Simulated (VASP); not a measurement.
# SnO (P4/nmm) in VASP: single point with r2SCAN

Aim: the single point of SnO with r2SCAN.

Everything below comes from runs of VASP 6.6.1. Logs are shortened: lines on timing, memory, paths and dates and some standing lists are left out, and cuts for length are marked.

**1. The cell of the first run**

Symmetry: P4/nmm, No. 129, tetragonal system. Conventional cell: a = 3.799 Å, b = 3.799 Å, c = 4.841 Å, α = 90.00°, β = 90.00°, γ = 90.00°. Sn (site symmetry 4mm) has 4 O at 2.22 Å within 2.9 Å. Within 2.9 Å of O (site symmetry -4m2) lie 4 Sn at 2.22 Å and 4 O at 2.69 Å.

**2. Single point, r2SCAN**

POSCAR reads:

```
SnO
1.0
    3.7986000000      0.0000000000      0.0000000000
    0.0000000000      3.7986000000      0.0000000000
    0.0000000000      0.0000000000      4.8408000000
Sn O
2 2
Direct
    0.5000000000      0.0000000000      0.2369000000
    0.0000000000      0.5000000000      0.7631000000
    0.0000000000      0.0000000000      0.0000000000
    0.5000000000      0.5000000000      0.0000000000
```

INCAR.step1 reads:

```
PREC     = Accurate       # precision mode
ENCUT    = 910            # plane-wave cutoff, eV
ISMEAR   = 0              # smearing method
SIGMA    = 0.1            # smearing width, eV
LREAL    = False          # projectors in reciprocal space
LASPH    = True           # aspherical terms in the spheres
NELM     = 120            # most SCF steps
NBANDS   = 28             # bands
GGA      = PE             # functional
ALGO     = Normal         # electronic algorithm
EDIFF    = 1E-5           # SCF threshold, eV
LWAVE    = True           # write WAVECAR
LCHARG   = False          # write CHGCAR
GGA_COMPAT= False
```

INCAR.step2 reads:

```
PREC     = Accurate       # precision mode
ENCUT    = 910            # plane-wave cutoff, eV
EDIFF    = 1E-6           # SCF threshold, eV
ISMEAR   = 0              # smearing method
SIGMA    = 0.1            # smearing width, eV
LREAL    = False          # projectors in reciprocal space
LASPH    = True           # aspherical terms in the spheres
NELM     = 120            # most SCF steps
ALGO     = Normal         # electronic algorithm
ISIF     = 2              # what is computed and relaxed
LWAVE    = False          # write WAVECAR
LCHARG   = True           # write CHGCAR
METAGGA  = R2SCAN         # meta-GGA
LMIXTAU  = True         
LELF     = True           # ELF
LVHAR    = True         
NBANDS   = 28             # bands
ISTART   = 1            
GGA_COMPAT= False
```

KPOINTS reads:

```
regular mesh
0
Gamma
  6 6 4
```

Potentials or basis: VASP PAW PBE potentials, release 64 (Sn_d, O_h).

Command:

```sh
$ cat potpaw_PBE.64/Sn_d/POTCAR potpaw_PBE.64/O_h/POTCAR > POTCAR
$ cp INCAR.step1 INCAR
$ mpirun -np 1 vasp_std > vasp.out
$ cp INCAR.step2 INCAR
$ mpirun -np 1 vasp_std > vasp.out
```

OUTCAR:

```text
PREC = Accurate
   ENCUT = 910
   EDIFF = 1E-6
   ISMEAR = 0
   LREAL = False
   LASPH = True
   NELM = 120
   ISIF = 2
   METAGGA = R2SCAN
   ISTART = 1

 ion  position               nearest neighbor table
   1  0.500  0.000  0.237-   3 2.22   4 2.22   4 2.22   3 2.22   2 3.53   2 3.53   2 3.53   2 3.53
                             2 3.70   2 3.70   2 3.70   2 3.70
   2  0.000  0.500  0.763-   3 2.22   4 2.22   3 2.22   4 2.22   1 3.53   1 3.53   1 3.53   1 3.53
                             1 3.70   1 3.70   1 3.70   1 3.70
   3  0.000  0.000  0.000-   1 2.22   2 2.22   2 2.22   1 2.22
   4  0.500  0.500  0.000-   1 2.22   2 2.22   1 2.22   2 2.22

  LATTYP: Found a simple tetragonal cell.
 ALAT       =     3.7986000000
 C/A-ratio  =     1.2743642395

  Lattice vectors:

 A1 = (   3.7986000000,   0.0000000000,   0.0000000000)
 A2 = (   0.0000000000,   3.7986000000,   0.0000000000)
 A3 = (   0.0000000000,   0.0000000000,   4.8408000000)

Analysis of symmetry for initial positions (statically):
=====================================================================
 Subroutine PRICEL returns:
 Original cell was already a primitive cell.

 Routine SETGRP: Setting up the symmetry group for a
 simple tetragonal supercell.

 Subroutine GETGRP returns: Found 16 space group operations
 (whereof  8 operations were pure point group operations)
 out of a pool of 16 trial point group operations.

The static configuration has the point symmetry D_2d.
 The point group associated with its full space group is D_4h.

Analysis of symmetry for dynamics (positions and initial velocities):
=====================================================================
 Subroutine PRICEL returns:
 Original cell was already a primitive cell.

 Routine SETGRP: Setting up the symmetry group for a
 simple tetragonal supercell.

 Subroutine GETGRP returns: Found 16 space group operations
 (whereof  8 operations were pure point group operations)
 out of a pool of 16 trial point group operations.

The dynamic configuration has the point symmetry D_2d.
 The point group associated with its full space group is D_4h.

 Subroutine INISYM returns: Found 16 space group operations
 (whereof  8 operations are pure point group operations),
 and found     1 'primitive' translations

----------------------------------------------------------------------------------------

                                     Primitive cell

  volume of cell :      69.8497

  direct lattice vectors                    reciprocal lattice vectors
     3.798600000  0.000000000  0.000000000     0.263254883  0.000000000  0.000000000
     0.000000000  3.798600000  0.000000000     0.000000000  0.263254883  0.000000000
     0.000000000  0.000000000  4.840800000     0.000000000  0.000000000  0.206577425

  length of vectors
     3.798600000  3.798600000  4.840800000     0.263254883  0.263254883  0.206577425

  position of ions in fractional coordinates (direct lattice)
     0.500000000  0.000000000  0.236900000
     0.000000000  0.500000000  0.763100000
     0.000000000  0.000000000  0.000000000
     0.500000000  0.500000000  0.000000000

  ion indices of the primitive-cell ions
   primitive index   ion index
                 1           1
                 2           2
                 3           3
                 4           4

----------------------------------------------------------------------------------------

 KPOINTS: regular mesh

Automatic generation of k-mesh.
 Grid dimensions read from file:
 generate k-points for:    6    6    4

 Generating k-lattice:

  Cartesian coordinates                     Fractional coordinates (reciprocal lattice)
     0.043875814  0.000000000  0.000000000     0.166666667  0.000000000  0.000000000
     0.000000000  0.043875814  0.000000000     0.000000000  0.166666667  0.000000000
     0.000000000  0.000000000  0.051644356     0.000000000  0.000000000  0.250000000

  Length of vectors
     0.043875814  0.043875814  0.051644356

  Shift w.r.t. Gamma in fractional coordinates (k-lattice)
     0.000000000  0.000000000  0.000000000

 Subroutine IBZKPT returns following result:
 ===========================================

 Found     30 irreducible k-points:

 Following reciprocal coordinates:
            Coordinates               Weight
  0.000000  0.000000  0.000000      1.000000
  0.166667  0.000000  0.000000      4.000000
  0.333333  0.000000  0.000000      4.000000
  0.500000  0.000000  0.000000      2.000000
  0.166667  0.166667  0.000000      4.000000
  0.333333  0.166667  0.000000      8.000000
[... 16 lines left out ...]
  0.333333  0.000000  0.500000      4.000000
  0.500000  0.000000  0.500000      2.000000
 [... further k-points ...]
   k-points           NKPTS =     30   k-points in BZ     NKDIM =     30   number of bands    NBANDS=     28
   number of dos      NEDOS =    301   number of ions     NIONS =      4
   total plane-waves  NPLWV =  76800
   dimension x,y,z NGX =    40 NGY =   40 NGZ =   48
   dimension x,y,z NGXF=    80 NGYF=   80 NGZF=   96
   ions per type =               2   2
   NGX,Y,Z   is equivalent  to a cutoff of  17.51, 17.51, 16.48 a.u.
   NGXF,Y,Z  is equivalent  to a cutoff of  35.01, 35.01, 32.97 a.u.
 SYSTEM =  unknown system
   PREC   = accura    normal or accurate (medium, high low for compatibility)
   ISTART =      1    job   : 0-new  1-cont  2-samecut
   ICHARG =      0    charge: 1-file 2-atom 10-const
   ISPIN  =      1    spin polarized calculation?
   LNONCOLLINEAR =      F non collinear calculations
   LSORBIT =      F    spin-orbit coupling
   LASPH  =      T    aspherical Exc in radial PAW
   ENCUT  =  910.0 eV  66.88 Ry    8.18 a.u.   9.34  9.34 11.91*2*pi/ulx,y,z
   NELM   =    120;   NELMIN=  2; NELMDL=  0     # of ELM steps
   EDIFF  = 0.1E-05   stopping-criterion for ELM
   LREAL  =      F    real-space projection
   EDIFFG = 0.1E-04   stopping-criterion for IOM
   NSW    =      0    number of steps for IOM
   IBRION =     -1    ionic relax: 0-MD 1-quasi-New 2-CG
   NFREE  =      0    steps in history (QN), initial steepest desc. (CG)
   ISIF   =      2    stress and relaxation
   ISYM   =      2    0-nonsym 1-usesym 2-fastsym
   POTIM  = 0.5000    time-step for ionic-motion
   TEBEG  =    0.0;   TEEND  =   0.0 temperature during run
   PSTRESS=    0.0 pullay stress
   NELECT =      40.0000    total number of electrons
   NUPDOWN=      -1.0000    fix difference up-down
   EMIN   =  10.00;   EMAX   =-10.00  energy-range for DOS
   EFERMI =   0.00;   METHOD = LEGACY
   ISMEAR =     0;   SIGMA  =   0.10  broadening in eV -4-tet -1-fermi 0-gaus
   EFERMI_NEDOS =   21; number of points for ismear=-14 and -15
   IALGO  =     38    algorithm
   IMIX   =      4    mixing-type and parameters
     AMIX     =   0.40;   BMIX     =  1.00
     AMIX_MAG =   1.60;   BMIX_MAG =  1.00
  volume/ion in A,a.u.               =      17.46       117.84
  Fermi-wavevector in a.u.,A,eV,Ry     =   1.359482  2.569048 25.146163  1.848191
  Thomas-Fermi vector in A             =   2.486226
   LORBIT       =      0    0 simple, 1 ext, 2 COOP (PROOUT), +10 PAW based schemes
   METAGGA = R2SCAN    functional components
   LHFCALC =     F    Hartree Fock is set to
   AEXX    =    0.0000 exact exchange contribution
   IVDW    =     0    specifies the selected vdW correction
   LEPSILON=     F    determine dielectric tensor
   LRPA    =     F    only Hartree local field effects (RPA)
 non-spin polarized calculation
 Gauss-broadening in eV      SIGMA  =   0.10
  energy-cutoff  :      910.00
  volume of cell :       69.85
 maximum number of plane-waves:      4392
 NGX is ok and might be reduce to    40
   NGX = 19   NGY = 19   NGZ = 23

 number of electron      39.9999998 magnetization

 Free energy of the ion-electron system (eV)
  ---------------------------------------------------
  ext. energy  EPLUGINS =         0.00000000
  ---------------------------------------------------
  free energy    TOTEN  =       -66.92065927 eV

  energy without entropy =      -66.92018613  energy(sigma->0) =      -66.92042270

 E-fermi :   7.5298     XC(G=0): -10.9522

 val. band max:        7.4508721432   @ k =   0.0000   0.0000   0.0000
 cond. band min:       7.6357244252   @ k =   0.5000   0.5000   0.0000
 fundamental gap:      0.1848522820
 Fermi energy:         7.5298406343

 k-point     1 :       0.0000    0.0000    0.0000
  band No.  band energies     occupation
      1     -15.5622      2.00000
      2     -14.9847      2.00000
      3     -14.9736      2.00000
      4     -14.9736      2.00000
      5     -14.9234      2.00000
      6     -14.9023      2.00000
[... 20 lines left out ...]
     27      14.4956      0.00000
     28      15.1380      0.00000

 k-point     2 :       0.1667    0.0000    0.0000
  band No.  band energies     occupation
      1     -15.5466      2.00000
      2     -15.0613      2.00000
      3     -14.9686      2.00000
      4     -14.9665      2.00000
      5     -14.9620      2.00000
      6     -14.9258      2.00000
[... 20 lines left out ...]
     27      14.8408      0.00000
     28      17.0089      0.00000

 k-point     3 :       0.3333    0.0000    0.0000
  band No.  band energies     occupation
      1     -15.5025      2.00000
      2     -15.2745      2.00000
      3     -14.9538      2.00000
      4     -14.9495      2.00000
      5     -14.9404      2.00000
      6     -14.9304      2.00000
[... 20 lines left out ...]
     27      15.3529      0.00000
     28      18.1317      0.00000

 k-point     4 :       0.5000    0.0000    0.0000
  band No.  band energies     occupation
      1     -15.4203      2.00000
      2     -15.4203      2.00000
      3     -14.9386      2.00000
      4     -14.9386      2.00000
      5     -14.9358      2.00000
      6     -14.9358      2.00000
[... 578 lines left out ...]
     27      16.0894      0.00000
     28      17.2826      0.00000

 k-point    23 :       0.3333    0.0000    0.5000
  band No.  band energies     occupation
      1     -15.5037      2.00000
      2     -15.3027      2.00000
      3     -14.9660      2.00000
      4     -14.9545      2.00000
      5     -14.9435      2.00000
      6     -14.9333      2.00000
[... 20 lines left out ...]
     27      16.3924      0.00000
     28      18.0805      0.00000

 k-point    24 :       0.5000    0.0000    0.5000
  band No.  band energies     occupation
      1     -15.4368      2.00000
      2     -15.4368      2.00000
      3     -14.9692      2.00000
      4     -14.9692      2.00000
      5     -14.9307      2.00000
      6     -14.9307      2.00000
[... 20 lines left out ...]
     27      16.9171      0.00000
     28      16.9171      0.00000

 [... further k-points ...]

------------------------ aborting loop because EDIFF is reached ----------------------------------------

  FORCE on cell =-STRESS in cart. coord.  units (eV):
  Direction    XX          YY          ZZ          XY          YZ          ZX
  --------------------------------------------------------------------------------------
  -------------------------------------------------------------------------------------
  Total        0.5329458      0.5329458      0.4790182      0.0000000      0.0000000      0.0000000
  in kB       12.2244499     12.2244499     10.9874850      0.0000000      0.0000000      0.0000000
  external PRESSURE =      11.8121283 kB  Pullay stress =       0.0000000 kB

 VOLUME and BASIS-vectors are now :
 -----------------------------------------------------------------------------
  energy-cutoff  :      910.00
  volume of cell :       69.85
      direct lattice vectors                 reciprocal lattice vectors
     3.798600000  0.000000000  0.000000000     0.263254883  0.000000000  0.000000000
     0.000000000  3.798600000  0.000000000     0.000000000  0.263254883  0.000000000
     0.000000000  0.000000000  4.840800000     0.000000000  0.000000000  0.206577425

 POSITION                                       TOTAL-FORCE (eV/Angst)
 -----------------------------------------------------------------------------------
      1.89930      0.00000      1.14679         0.000000      0.000000      0.132582
      0.00000      1.89930      3.69401        -0.000000     -0.000000     -0.132582
      0.00000      0.00000      0.00000         0.000000     -0.000000      0.000000
      1.89930      1.89930      0.00000        -0.000000      0.000000      0.000000
 -----------------------------------------------------------------------------------
    total drift:                               -0.000000      0.000000      0.000000

  FREE ENERGIE OF THE ION-ELECTRON SYSTEM (eV)
  ---------------------------------------------------
  free  energy   TOTEN  =       -66.9206592712 eV

  energy  without entropy=      -66.9201861295  energy(sigma->0) =      -66.92042270
```

It took 7.1 min on 1 thread of Intel Xeon Platinum 8259CL at 2.50GHz (Skylake/Cascade Lake), shared host; peak memory 0.36 GiB.

Results:

* Free energy: -66.9207 eV
* Pressure: 1.2 GPa
* Largest force: 0.133 eV/Å
* Band gap on the k mesh: 0.18 eV (least direct gap 2.31 eV)

Forces on the atoms (eV/Å):
```
Sn   0.000  0.000  0.133
Sn   0.000  0.000 -0.133
O    0.000  0.000  0.000
O    0.000  0.000  0.000
```

Stress tensor (GPa, compression positive):
```
1.22 0.00 0.00
0.00 1.22 0.00
0.00 0.00 1.10
```

Levels at points of the mesh, in eV from the valence-band top:
```tsv
k point	band 16	band 17	band 18	band 19	band 20	band 21	band 22	band 23	band 24	band 25
(0.00, 0.00, 0.00)	-6.79	-3.94	-3.64	-3.64	0.00	2.41	4.57	4.87	4.87	6.08
(0.50, 0.00, 0.00)	-5.48	-5.34	-5.34	-3.00	-3.00	3.46	3.46	6.21	6.21	6.34
(0.50, 0.50, 0.00)	-5.62	-2.96	-2.96	-2.13	-2.13	0.18	0.18	4.75	4.75	7.68
(0.00, 0.00, 0.50)	-4.01	-3.66	-3.66	-3.10	-2.58	1.97	3.12	3.12	3.81	8.36
(0.50, 0.00, 0.50)	-5.93	-5.30	-5.30	-2.03	-2.03	2.78	2.78	5.70	5.70	7.07
(0.50, 0.50, 0.50)	-6.05	-2.96	-2.96	-2.91	-2.91	2.45	2.45	4.37	4.37	5.96
```

Caveat: the cutoff is under 1.25 times the usual one of these potentials, so pressure, stress and relaxed cells hold a basis-set (Pulay) error; the PAW data sets were made with another functional, which shifts forces and pressure a little; spin-orbit coupling is left out, which moves the levels of the heavy elements. A k mesh can miss the band edges.
